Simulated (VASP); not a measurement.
CoNiO2: single point with LDA

CoNiO2:

```
CELL_PARAMETERS angstrom
3.03430 0.00000 0.00000
0.00000 3.03430 0.00000
0.00000 0.00000 4.25025
ATOMIC_POSITIONS crystal
Ni 0.00000 0.00000 0.00000
Co 0.50000 0.50000 0.50000
O 0.00000 0.00000 0.50000
O 0.50000 0.50000 0.00000
```

```yaml
Program: VASP 6.6.1
Task: single point
Functional: LDA
Potentials_or_basis: VASP PAW LDA potentials, release 64 (Ni, Co, O)
Cutoff: 520 eV
k_mesh: 9 × 9 × 6
Occupations: fermi-dirac, width 0.05 eV
Spin: collinear spin, ferromagnetic start
Starting_moments: "[1.0, 2.0, 0.0, 0.0] μB"
Dipole_correction: no
Further_INCAR_settings: ALGO = Normal; EDIFF = 1e-06; NBANDS = 28
```

| Property | Result |
| --- | --- |
| Pressure | -25.4 GPa |
| Net moment | 3.50 μB per cell |
| Site moments | Ni +0.62; Co +2.40; O +0.23, +0.17 μB |
| Valence electrons inside the program's atomic spheres | Ni 8.98; Co 7.80; O 4.90, 4.88 |

Stress tensor (GPa, compression positive):
```
-25.42   0.00   0.00
  0.00 -25.42   0.00
  0.00   0.00 -25.31
```

Levels at points of the mesh, in eV from the Fermi level:
Spin up:
| k point | band 14 | band 15 | band 16 | band 17 | band 18 | band 19 | band 20 | band 21 | band 22 | band 23 |
| --- | --- | --- | --- | --- | --- | --- | --- | --- | --- | --- |
| (0.00, 0.00, 0.00) | -2.10 | -1.66 | -1.36 | -1.20 | -1.20 | 1.10 | 5.74 | 9.83 | 11.72 | 15.46 |
| (0.00, 0.00, 0.50) | -1.66 | -1.46 | -0.98 | -0.98 | -0.80 | 4.86 | 4.87 | 12.57 | 12.57 | 12.89 |
Spin down:
```tsv
k point	band 10	band 11	band 12	band 13	band 14	band 15	band 16	band 17	band 18	band 19
(0.00, 0.00, 0.00)	-1.30	-1.30	-1.18	-0.96	-0.90	-0.12	-0.05	-0.05	0.31	1.42
(0.00, 0.00, 0.50)	-1.57	-0.91	-0.49	-0.49	-0.17	-0.11	0.07	0.07	0.67	5.20
```

Wall time 100 s on 1 thread of Intel Xeon 6975P-C, on a shared host, peak memory 0.22 GiB.

Caveat: semilocal functionals often make such compounds metallic where correlation or magnetic order opens a gap, which also shifts bond lengths. With open d or f shells a metallic result of LDA can be an artefact of self-interaction; +U or a hybrid may open a gap.
